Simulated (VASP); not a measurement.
Wanted: the native input for a VASP 6.6.1 run.

```yaml
Task: single point
Functional: PBE
Potentials_or_basis: VASP PAW PBE potentials, release 64 (Ni)
Cutoff: 520 eV
k_mesh: 15 × 10 × 1
Occupations: fermi-dirac, width 0.05 eV
Spin: collinear spin, ferromagnetic start
Starting_moments: "[1.0] μB"
Dipole_correction: yes
k_mesh_for_the_DOS: 23 × 15 × 1
Occupations_for_the_DOS: tetrahedron
Further_INCAR_settings: ALGO = Normal; EDIFF = 1e-06
```

Ni, a slab with vacuum:

```
Ni
1.0
     2.48804    0.00000    0.00000
     0.00000    3.51862    0.00000
     0.00000    0.00000   16.00000
Ni
1
Direct
  0.00000 0.00000 0.50000
```

One way to write it, as run:

POSCAR

```
Ni
1.0
    2.4880369258      0.0000000000      0.0000000000
    0.0000000000      3.5186155641      0.0000000000
    0.0000000000      0.0000000000     16.0000000000
Ni
1
Direct
    0.0000000000      0.0000000000      0.5000000000
```

INCAR.step1

```
ALGO = Normal ; DIPOL = 0.5 0.5 0.500
EDIFF = 1E-6 ; ENCUT = 520
GGA = PE ; IDIPOL = 3
ISIF = 2 ; ISMEAR = -1
ISPIN = 2 ; LASPH = T
LCHARG = T ; LDIPOL = T
LMAXMIX = 4 ; LREAL = F
LWAVE = F ; MAGMOM = 1
NBANDS = 15 ; NELM = 150
PREC = Accurate ; SIGMA = 0.05
```

KPOINTS.step1

```
k-points
0
Gamma
  15 10 1
```

INCAR.step2

```
ALGO = Normal ; DIPOL = 0.5 0.5 0.500
EDIFF = 1E-6 ; ENCUT = 520
GGA = PE ; ICHARG = 11
IDIPOL = 3 ; ISIF = 2
ISMEAR = -5 ; ISPIN = 2
LASPH = T ; LCHARG = F
LDIPOL = T ; LMAXMIX = 4
LORBIT = 11 ; LREAL = F
LWAVE = F ; MAGMOM = 1
NEDOS = 1001 ; NELM = 150
PREC = Accurate ; SIGMA = 0.05
```

KPOINTS.step2

```
k-points
0
Gamma
  23 15 1
```

Potentials or basis: VASP PAW PBE potentials, release 64 (Ni).

Command:

```sh
$ cat potpaw_PBE.64/Ni/POTCAR > POTCAR
$ cp INCAR.step1 INCAR
$ cp KPOINTS.step1 KPOINTS
$ mpirun -np 1 vasp_std > vasp.out
$ cp INCAR.step2 INCAR
$ cp KPOINTS.step2 KPOINTS
$ mpirun -np 1 vasp_std > vasp.out
```

Results of the run:

| Quantity | Value |
| --- | --- |
| Net moment | 1.10 μB per cell |
| Site moments | Ni +1.09 μB |
| Valence electrons inside the program's atomic spheres | Ni 8.81 |

Wall time 8.1 min on 1 thread of Oxide Virtual Turin-like Processor, on a shared host, peak memory 0.39 GiB.
